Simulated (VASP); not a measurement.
# Mg8O9 (a cell with a defect) in VASP: further runs

Mg8O9 (a cell with a defect) is run at these levels: PBEsol; tasks: single point.

Everything below comes from runs of VASP 6.6.1. Logs are shortened: lines on timing, memory, paths and dates and some standing lists are left out, and cuts for length are marked.

## (1) The cell of the first run

The cell holds a defect, 17 atoms: a = 5.932 Å, b = 5.932 Å, c = 5.932 Å, α = 60.00°, β = 60.00°, γ = 60.00°.

## (2) Single point, PBEsol, collinear spin, zero start

File INCAR:

```
PREC = Accurate ; ENCUT = 520
EDIFF = 1E-6 ; ISMEAR = -1
SIGMA = 0.05 ; LREAL = Auto
LASPH = True ; NELM = 150
ALGO = Normal ; ISIF = 2
LWAVE = False ; LCHARG = False
ISPIN = 2 ; MAGMOM = 0 0 0 0 0 0 0 0 0 0 0 0 0 0 0 0 0
LORBIT = 11 ; GGA = PS
NBANDS = 53
```

File KPOINTS:

```
regular mesh
0
Gamma
  2 2 2
```

File POSCAR:

```
Mg8O9
1.0
    0.0000000000      4.1948000000      4.1948000000
    4.1948000000      0.0000000000      4.1948000000
    4.1948000000      4.1948000000      0.0000000000
Mg O
8 9
Direct
    0.0008582054     -0.0162582245      0.0142080671
    0.0288690760     -0.0045770955      0.4912749118
    0.0289525126      0.4607728616      0.0258772766
   -0.0066749309      0.4912510728      0.5216935253
    0.5196195289     -0.0351149042     -0.0045770955
    0.4841470392     -0.0044817393      0.4911795556
    0.4840636026      0.4607251836      0.0258772766
    0.5121340708      0.4725135883      0.5028845237
    0.2564722990      0.2280561648      0.2585939735
    0.2565199771      0.2281038429      0.7585462954
    0.2564961381      0.7280800038      0.2585462954
    0.2565438162      0.7281038429      0.7585462954
    0.7565080576      0.2280680843      0.2586058930
    0.7564603795      0.2280680843      0.7585582149
    0.7565080576      0.7281157624      0.2585343759
    0.7566987699      0.8467388195      0.6395298942
    0.7563531038      0.6091947173      0.8777176504
```

Potentials or basis: VASP PAW PBE potentials, release 64 (Mg, O).

The run is started by

```
$ cat potpaw_PBE.64/Mg/POTCAR potpaw_PBE.64/O/POTCAR > POTCAR
$ mpirun -np 1 vasp_std > vasp.out
```

OUTCAR:

```text
PREC = Accurate
   ENCUT = 520
   EDIFF = 1E-6
   ISMEAR = -1
   LREAL = Auto
   LASPH = True
   NELM = 150
   ISIF = 2
   ISPIN = 2
   LORBIT = 11
   GGA = PS

 ion  position               nearest neighbor table
   1  0.001  0.984  0.014-  13 2.05  15 2.10  11 2.10  10 2.10  14 2.10  12 2.14   6 2.95   7 2.95
                             2 2.95   3 2.95   4 2.97   4 2.97   5 2.97   5 2.97   2 2.99   3 2.99
   2  0.029  0.995  0.491-  16 1.84   9 1.93  12 2.08  14 2.10  11 2.10  13 2.13   6 2.70   3 2.76
                            17 2.80   4 2.93   5 2.93   8 2.95   1 2.95   8 2.99   1 2.99   5 3.01
   3  0.029  0.461  0.026-  17 1.84   9 1.93  12 2.08  10 2.10  15 2.10  13 2.13   7 2.70   2 2.76
                            16 2.80   4 2.93   5 2.93   1 2.95   8 2.95   1 2.99   8 2.99   5 3.01
   4  0.993  0.491  0.522-  15 2.10  11 2.10  10 2.10  14 2.10  16 2.11  17 2.11   9 2.21   3 2.93
                             2 2.93   6 2.93   7 2.93   1 2.97   1 2.97   8 2.97   8 2.97   6 3.01
   5  0.520  0.965  0.995-  11 2.10  10 2.10  15 2.10  14 2.10  17 2.11  16 2.11   9 2.21   3 2.93
                             7 2.93   2 2.93   6 2.93   8 2.97   8 2.97   1 2.97   1 2.97   6 3.01
   6  0.484  0.996  0.491-  16 1.84   9 1.93  12 2.08  10 2.10  15 2.10  13 2.12   2 2.70   7 2.76
                            17 2.80   4 2.93   5 2.93   8 2.95   1 2.95   8 2.99   1 2.99   5 3.01
   7  0.484  0.461  0.026-  17 1.84   9 1.93  12 2.08  14 2.10  11 2.10  13 2.13   3 2.70   6 2.76
                            16 2.80   4 2.93   5 2.93   1 2.95   8 2.95   8 2.99   1 2.99   5 3.01
   8  0.512  0.473  0.503-  13 2.05  11 2.10  15 2.10  14 2.10  10 2.10  12 2.14   6 2.95   2 2.95
                             3 2.95   7 2.95   5 2.97   5 2.97   4 2.97   4 2.97   7 2.99   2 2.99
   9  0.256  0.228  0.259-   2 1.93   3 1.93   6 1.93   7 1.93   4 2.21   5 2.21
  10  0.257  0.228  0.759-   8 2.10   1 2.10   5 2.10   4 2.10   6 2.10   3 2.10
  11  0.256  0.728  0.259-   8 2.10   1 2.10   5 2.10   4 2.10   7 2.10   2 2.10
  12  0.257  0.728  0.759-   7 2.08   3 2.08   2 2.08   6 2.08   8 2.14   1 2.14
  13  0.757  0.228  0.259-   1 2.05   8 2.05   6 2.12   2 2.13   3 2.13   7 2.13
  14  0.756  0.228  0.759-   8 2.10   1 2.10   5 2.10   4 2.10   2 2.10   7 2.10
  15  0.757  0.728  0.259-   8 2.10   1 2.10   4 2.10   5 2.10   3 2.10   6 2.10
  16  0.757  0.847  0.640-  17 1.41   2 1.84   6 1.84   4 2.11   5 2.11   3 2.80   7 2.80
  17  0.756  0.609  0.878-  16 1.41   7 1.84   3 1.84   5 2.11   4 2.11   2 2.80   6 2.80

  LATTYP: Found a face centered cubic cell.
 ALAT       =     8.3896000000

  Lattice vectors:

 A1 = (   0.0000000000,   4.1948000000,   4.1948000000)
 A2 = (   4.1948000000,   0.0000000000,   4.1948000000)
 A3 = (   4.1948000000,   4.1948000000,   0.0000000000)

Analysis of symmetry for initial positions (statically):
=====================================================================
 Subroutine PRICEL returns:
 Original cell was already a primitive cell.

 Routine SETGRP: Setting up the symmetry group for a
 face centered cubic supercell.

 Subroutine GETGRP returns: Found  1 space group operations
 (whereof  1 operations were pure point group operations)
 out of a pool of 48 trial point group operations.

The static configuration has the point symmetry C_1 .

Analysis of symmetry for dynamics (positions and initial velocities):
=====================================================================
 Subroutine PRICEL returns:
 Original cell was already a primitive cell.

 Routine SETGRP: Setting up the symmetry group for a
 face centered cubic supercell.

 Subroutine GETGRP returns: Found  1 space group operations
 (whereof  1 operations were pure point group operations)
 out of a pool of 48 trial point group operations.

The dynamic configuration has the point symmetry C_1 .

Analysis of structural, dynamic, and magnetic symmetry:
=====================================================================
 Subroutine PRICEL returns:
 Original cell was already a primitive cell.

 Routine SETGRP: Setting up the symmetry group for a
 face centered cubic supercell.

 Subroutine GETGRP returns: Found  1 space group operations
 (whereof  1 operations were pure point group operations)
 out of a pool of 48 trial point group operations.

The overall configuration has the point symmetry C_1 .

 Subroutine INISYM returns: Found  1 space group operations
 (whereof  1 operations are pure point group operations),
 and found     1 'primitive' translations

----------------------------------------------------------------------------------------

                                     Primitive cell

  volume of cell :     147.6263

  direct lattice vectors                    reciprocal lattice vectors
     0.000000000  4.194800000  4.194800000    -0.119195194  0.119195194  0.119195194
     4.194800000  0.000000000  4.194800000     0.119195194 -0.119195194  0.119195194
     4.194800000  4.194800000  0.000000000     0.119195194  0.119195194 -0.119195194

  length of vectors
     5.932343051  5.932343051  5.932343051     0.206452132  0.206452132  0.206452132

  position of ions in fractional coordinates (direct lattice)
     0.000858205  0.983741776  0.014208067
     0.028869076  0.995422905  0.491274912
     0.028952513  0.460772862  0.025877277
[... 64 lines left out ...]
  0.500000  0.000000  0.000000      1.000000
  0.000000  0.500000  0.000000      1.000000
  0.000000  0.000000  0.500000      1.000000
  0.500000  0.500000  0.500000      1.000000
  0.500000  0.500000  0.000000      1.000000
  0.000000  0.500000  0.500000      1.000000
  0.500000  0.000000  0.500000      1.000000
   k-points           NKPTS =      8   k-points in BZ     NKDIM =      8   number of bands    NBANDS=     53
   number of dos      NEDOS =    301   number of ions     NIONS =     17
   total plane-waves  NPLWV = 110592
   dimension x,y,z NGX =    48 NGY =   48 NGZ =   48
   dimension x,y,z NGXF=    96 NGYF=   96 NGZF=   96
   ions per type =               8   9
   NGX,Y,Z   is equivalent  to a cutoff of  13.45, 13.45, 13.45 a.u.
   NGXF,Y,Z  is equivalent  to a cutoff of  26.90, 26.90, 26.90 a.u.
 SYSTEM =  unknown system
   PREC   = accura    normal or accurate (medium, high low for compatibility)
   ISTART =      0    job   : 0-new  1-cont  2-samecut
   ICHARG =      2    charge: 1-file 2-atom 10-const
   ISPIN  =      2    spin polarized calculation?
   LNONCOLLINEAR =      F non collinear calculations
   LSORBIT =      F    spin-orbit coupling
   LASPH  =      T    aspherical Exc in radial PAW
   ENCUT  =  520.0 eV  38.22 Ry    6.18 a.u.  11.03 11.03 11.03*2*pi/ulx,y,z
   NELM   =    150;   NELMIN=  2; NELMDL= -5     # of ELM steps
   EDIFF  = 0.1E-05   stopping-criterion for ELM
   LREAL  =      T    real-space projection
   EDIFFG = 0.1E-04   stopping-criterion for IOM
   NSW    =      0    number of steps for IOM
   IBRION =     -1    ionic relax: 0-MD 1-quasi-New 2-CG
   NFREE  =      0    steps in history (QN), initial steepest desc. (CG)
   ISIF   =      2    stress and relaxation
   ISYM   =      2    0-nonsym 1-usesym 2-fastsym
   POTIM  = 0.5000    time-step for ionic-motion
   TEBEG  =    0.0;   TEEND  =   0.0 temperature during run
   PSTRESS=    0.0 pullay stress
   NELECT =      70.0000    total number of electrons
   NUPDOWN=      -1.0000    fix difference up-down
   EMIN   =  10.00;   EMAX   =-10.00  energy-range for DOS
   EFERMI =   0.00;   METHOD = LEGACY
   ISMEAR =    -1;   SIGMA  =   0.05  broadening in eV -4-tet -1-fermi 0-gaus
   EFERMI_NEDOS =   21; number of points for ismear=-14 and -15
   IALGO  =     38    algorithm
   IMIX   =      4    mixing-type and parameters
     AMIX     =   0.40;   BMIX     =  1.00
     AMIX_MAG =   1.60;   BMIX_MAG =  1.00
  volume/ion in A,a.u.               =       8.68        58.60
  Fermi-wavevector in a.u.,A,eV,Ry     =   1.276594  2.412414 22.173321  1.629693
  Thomas-Fermi vector in A             =   2.409242
   LORBIT       =     11    0 simple, 1 ext, 2 COOP (PROOUT), +10 PAW based schemes
   GGA     = PS    functional components
   LHFCALC =     F    Hartree Fock is set to
   AEXX    =    0.0000 exact exchange contribution
   IVDW    =     0    specifies the selected vdW correction
   LEPSILON=     F    determine dielectric tensor
   LRPA    =     F    only Hartree local field effects (RPA)
 spin polarized calculation
  energy-cutoff  :      520.00
  volume of cell :      147.63
 maximum number of plane-waves:      3996
 NGX is ok and might be reduce to    48
   NGX = 23   NGY = 23   NGZ = 23

 number of electron      69.9999998 magnetization       0.0000000

 number of electron      69.9999998 magnetization      -0.0000000

 Free energy of the ion-electron system (eV)
  ---------------------------------------------------
  ext. energy  EPLUGINS =         0.00000000
  ---------------------------------------------------
  free energy    TOTEN  =      -101.82479883 eV

  energy without entropy =     -101.82479883  energy(sigma->0) =     -101.82479883

 E-fermi :   5.8230     XC(G=0): -11.6262

 val. band max:        4.6231698272   @ k =   0.0000   0.5000   0.5000
 cond. band min:       8.5163925464   @ k =   0.0000   0.0000   0.0000
 fundamental gap:      3.8932227192
 Fermi energy:         5.8230231974

 spin component 1

 k-point     1 :       0.0000    0.0000    0.0000
  band No.  band energies     occupation
      1     -18.2949      1.00000
      2     -13.7981      1.00000
      3     -12.7902      1.00000
      4     -12.2893      1.00000
      5     -12.1763      1.00000
      6     -12.1704      1.00000
[... 389 lines left out ...]
     46      14.8215      0.00000
     47      14.8979      0.00000
 Fermi energy:         5.8230231974

 spin component 2

 k-point     1 :       0.0000    0.0000    0.0000
  band No.  band energies     occupation
      1     -18.2949      1.00000
      2     -13.7981      1.00000
      3     -12.7902      1.00000
      4     -12.2893      1.00000
      5     -12.1762      1.00000
      6     -12.1704      1.00000
[... 389 lines left out ...]
     46      14.8215      0.00000
     47      14.8979      0.00000
 [bands above 47 left out]

------------------------ aborting loop because EDIFF is reached ----------------------------------------

  FORCE on cell =-STRESS in cart. coord.  units (eV):
  Direction    XX          YY          ZZ          XY          YZ          ZX
  --------------------------------------------------------------------------------------
  -------------------------------------------------------------------------------------
  Total        8.5830549     20.3533123     20.3589253      0.0069073     -1.2532916     -0.0114352
  in kB       93.1512525    220.8929759    220.9538924      0.0749645    -13.6018801     -0.1241055
  external PRESSURE =     178.3327069 kB  Pullay stress =       0.0000000 kB

 VOLUME and BASIS-vectors are now :
 -----------------------------------------------------------------------------
  energy-cutoff  :      520.00
  volume of cell :      147.63
      direct lattice vectors                 reciprocal lattice vectors
     0.000000000  4.194800000  4.194800000    -0.119195194  0.119195194  0.119195194
     4.194800000  0.000000000  4.194800000     0.119195194 -0.119195194  0.119195194
     4.194800000  4.194800000  0.000000000     0.119195194  0.119195194 -0.119195194

 POSITION                                       TOTAL-FORCE (eV/Angst)
 -----------------------------------------------------------------------------------
      4.18620      0.06320      4.13020         0.000810     -0.000323      0.000302
      6.23640      2.18190      4.29670         0.000046     -0.003640      0.000381
      2.04140      0.23000      2.05430         0.001316     -0.002802     -0.003808
      4.24910      6.35520      6.22750         0.011499      0.000554      0.001166
      8.22310      6.35530      6.22720        -0.009382      0.000998      0.002042
      6.23640      4.09130      6.20690         0.000025      0.000873     -0.000175
[... 9 lines left out ...]
      6.23460      5.85690      6.72610         0.005990     -0.217402      0.217097
      6.23730      6.85460      5.72820        -0.003014      0.213331     -0.212389
 -----------------------------------------------------------------------------------
    total drift:                               -0.021970      0.012348     -0.016025

  FREE ENERGIE OF THE ION-ELECTRON SYSTEM (eV)
  ---------------------------------------------------
  free  energy   TOTEN  =      -101.8247988318 eV

  energy  without entropy=     -101.8247988318  energy(sigma->0) =     -101.82479883

 total charge

# of ion       s       p       d       tot
------------------------------------------
    1        0.152   0.186   0.083   0.421
    2        0.172   0.227   0.109   0.509
    3        0.172   0.227   0.109   0.509
    4        0.145   0.180   0.084   0.409
    5        0.145   0.180   0.084   0.409
    6        0.172   0.227   0.109   0.509
[... 9 lines left out ...]
   16        1.588   3.549   0.000   5.137
   17        1.588   3.549   0.000   5.136
--------------------------------------------------
tot         15.221  33.676   0.772  49.670

 magnetization (x)

# of ion       s       p       d       tot
------------------------------------------
    1        0.000   0.000  -0.000   0.000
    2       -0.000  -0.000   0.000  -0.000
    3       -0.000  -0.000  -0.000  -0.000
    4       -0.000  -0.000  -0.000  -0.000
    5       -0.000  -0.000  -0.000  -0.000
    6       -0.000  -0.000  -0.000  -0.000
[... 9 lines left out ...]
   16       -0.000   0.000   0.000   0.000
   17       -0.000   0.000   0.000  -0.000
--------------------------------------------------
tot         -0.000  -0.000  -0.000  -0.000
```

Wall time 4.7 min (1 thread of Intel Xeon Platinum 8259CL at 2.50GHz (Skylake/Cascade Lake), shared host); peak memory 0.43 GiB.

Results:

* Free energy: -101.8248 eV
* Pressure: 17.8 GPa
* Largest force: 0.307 eV/Å
* Band gap on the k mesh: 3.89 eV
* Net moment: 0.00 μB per cell
* Valence electrons inside the program's atomic spheres: Mg 0.42, 0.51, 0.41 (each value once); O 5.17, 5.09, 5.08, 5.10, 5.14 (each value once)

Forces on the atoms (eV/Å):
```
Mg   0.001  0.000  0.000
Mg   0.000 -0.004  0.000
Mg   0.001 -0.003 -0.004
Mg   0.011  0.001  0.001
Mg  -0.009  0.001  0.002
Mg   0.000  0.001  0.000
Mg   0.002  0.003  0.003
Mg   0.001 -0.001  0.000
O   -0.001  0.001  0.002
O   -0.002  0.000 -0.002
O   -0.001  0.001 -0.001
O   -0.001  0.000 -0.003
O   -0.002  0.000 -0.002
O    0.000  0.003  0.000
O   -0.002  0.001 -0.002
O    0.006 -0.217  0.217
O   -0.003  0.213 -0.212
```

Caveat: the k points lie up to 0.65 Å⁻¹ apart; the PAW data sets were made with another functional, which shifts forces and pressure a little.

(Part 1 of 2 ends here.)
